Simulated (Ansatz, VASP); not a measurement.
## One calculation of B4Pd, two programs

Contents of INCAR:

```
SYSTEM = B4Pd
PREC = Accurate ; ENCUT = 600
EDIFF = 1E-6 ; ISMEAR = 0
SIGMA = 0.1 ; LREAL = .False.
LASPH = .True. ; NELM = 60
ALGO = Normal ; ISIF = 3
LWAVE = .False. ; LCHARG = .False.
GGA = PE ; IBRION = 2
NSW = 100 ; EDIFFG = -0.01
```

File KPOINTS:

```
Automatic mesh
0
Gamma
  12 12 6
  0 0 0
```

File POSCAR:

```
B4Pd
1.0
    2.9217321825      0.0000000000      0.0000000000
   -1.4608660913      2.5302942931      0.0000000000
    0.0000000000      0.0000000000      6.2022259100
B Pd
4 1
Direct
    0.3333333333      0.6666666667      0.2435989236
    0.3333333333      0.6666666667      0.7564010764
    0.6666666667      0.3333333333      0.5000000000
    0.3333333333      0.6666666667      0.5000000000
    0.0000000000      0.0000000000      0.0000000000
```

Input for Ansatz:

```yaml
crystal:
  lattice:
    - [2.9217321825, 0.0, 0.0]
    - [-1.4608660913, 2.5302942931, 0.0]
    - [0.0, 0.0, 6.20222591]
  atoms:
    - { symbol: B, position: [0.3333333333, 0.6666666667, 0.2435989236] }
    - { symbol: B, position: [0.3333333333, 0.6666666667, 0.7564010764] }
    - { symbol: B, position: [0.6666666667, 0.3333333333, 0.5] }
    - { symbol: B, position: [0.3333333333, 0.6666666667, 0.5] }
    - { symbol: Pd, position: [0.0, 0.0, 0.0] }
basis:
  ecutwfc: 420
kpoints:
  mp_grid: { grid: [12, 12, 6] }
hamiltonian:
  xc: pbe
scf:
  occupations: { method: gaussian, width: 0.1 }
output:
  forces: true
  stress: true
  eigenvalues: true
relax:
  adjacent_minimum: "off"
  f_tol: 0.01
  max_steps: 80
  cell: { stress_tol: 0.05 }
```

Alike in both runs: task relaxation of cell and atoms; functional PBE; k mesh 12 × 12 × 6; occupations gaussian, width 0.1 eV; no spin polarisation.

|  | VASP | Ansatz |
| --- | --- | --- |
| version | VASP 6.6.1 | Ansatz 0.2.0 |
| potentials or method | VASP PAW PBE potentials, release 64 (B, Pd), cutoff 600 eV | scalar-relativistic, plane waves, PAW |
| valence electrons in the cell | 22 | 30 |

```tsv
	VASP	Ansatz	Ansatz less VASP
gap on the k mesh at the Fermi level, each at its own relaxed structure (eV)	none	none	-
relaxed volume (Å³/atom)	9.17	9.17	+0.005
relaxed cell length with the largest relative difference (Å)	2.922	2.923	+0.0009
```

A gap of «none» marks a metal or a gap that the smearing closes. VASP's potentials hold 22 valence electrons a cell and Ansatz's 30, so a difference there can come from the potentials and not from the codes.
